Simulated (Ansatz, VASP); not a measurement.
**AlRu in VASP and in Ansatz**

```
Al Ru
1.0
     3.11126    0.00000    0.00000
     0.00000    2.99160    0.00000
     0.00000    0.00000    2.99160
Al Ru
1 1
Direct
  0.00000 0.00000 0.00000
  0.50000 0.50000 0.50000
```

Change from the starting cell: strain +0.0400 x Voigt [1, 0, 0, 0, 0, 0], atoms carried along.

Alike in both runs: task single point; functional PBEsol; k mesh 16 × 16 × 16; occupations gaussian, width 0.15 eV; no spin polarisation.

|  | VASP | Ansatz |
| --- | --- | --- |
| version | VASP 6.6.1 | Ansatz 0.2.0 |
| potentials or method | VASP PAW PBE potentials, release 64 (Al, Ru_pv), cutoff 520 eV | scalar-relativistic, plane waves, PAW |
| valence electrons in the cell | 17 | 19 |

```tsv
	VASP	Ansatz	Ansatz less VASP
gap on the k mesh at the Fermi level (eV)	none	none	-
pressure (GPa)	-10.5	-10.5	+0.05
traceless stress, the component that is largest in VASP (GPa)	-3.83	-3.81	+0.019
```

VASP's potentials were made for PBE, not for PBEsol. A gap of «none» marks a metal or a gap that the smearing closes. The functional is the same, so the differences come from potentials, cutoffs and numerics. VASP's potentials hold 17 valence electrons a cell and Ansatz's 19, so a difference there can come from the potentials and not from the codes.
